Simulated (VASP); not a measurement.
Wanted: the native input for a VASP 6.6.1 run.

```
Task                   : single point
Functional             : PBE
Potentials or basis    : VASP PAW PBE potentials, release 64 (Si, Te)
Cutoff                 : 520 eV
k mesh                 : 1 × 1 × 23
Occupations            : gaussian, width 0.05 eV
Spin                   : collinear spin
Starting moments       : [0.0, 0.0, 0.0, 1.0, 0.0, 0.0, 0.0, 0.0, 1.0] μB
Dipole correction      : no
Further INCAR settings : ALGO = Normal; EDIFF = 1e-06; NBANDS = 38
```

The structure of SiTe2 lies in POSCAR:

```
SiTe2
1.0
   17.8000000000      0.0000000000      0.0000000000
    0.0000000000     12.5000000000      0.0000000000
    0.0000000000      0.0000000000      3.7972822313
Si Te
3 6
Direct
    0.3152504001      0.5000000000      0.0000000000
    0.5000000000      0.5000000000      0.5000000000
    0.6847495999      0.5000000000      0.0000000000
    0.2536672002      0.6299168540      0.5000000000
    0.4384168000      0.6299168540      0.0000000000
    0.6231663999      0.6299168540      0.5000000000
    0.3768336001      0.3700831460      0.5000000000
    0.5615832000      0.3700831460      0.0000000000
    0.7463327998      0.3700831460      0.5000000000
```

One way to write it, as run:

INCAR

```
SYSTEM = SiTe2
PREC = Accurate
ENCUT = 520
EDIFF = 1E-6
ISMEAR = 0
SIGMA = 0.05
LREAL = .FALSE.
LASPH = .TRUE.
NELM = 150
ALGO = Normal
ISIF = 2
LWAVE = .FALSE.
LCHARG = .FALSE.
ISPIN = 2
MAGMOM = 0 0 0 1 0 0 0 0 1
LORBIT = 11
GGA = PE
NBANDS = 38
KPAR = 4
```

KPOINTS

```
regular mesh
0
G
  1 1 23
  0 0 0
```

Potentials or basis: VASP PAW PBE potentials, release 64 (Si, Te).

Command:

```sh
$ cat potpaw_PBE.64/Si/POTCAR potpaw_PBE.64/Te/POTCAR > POTCAR
$ mpirun -np 4 vasp_std > vasp.out
```

Results of the run:

| Property | Result |
| --- | --- |
| Largest force | 1.176 eV/Å |
| Band gap on the k mesh | zero (filled and empty bands overlap) |
| Net moment | 0.00 μB per cell |
| Valence electrons inside the program's atomic spheres | Si 1.49; Te 3.32, 3.35, 3.36 (each value once) |

Caveat: spin-orbit coupling is left out, which moves the levels of the heavy elements.

It took 12 min on 4 MPI ranks on Oxide Virtual Turin-like Processor (shared host), peak memory 1.5 GiB a rank.
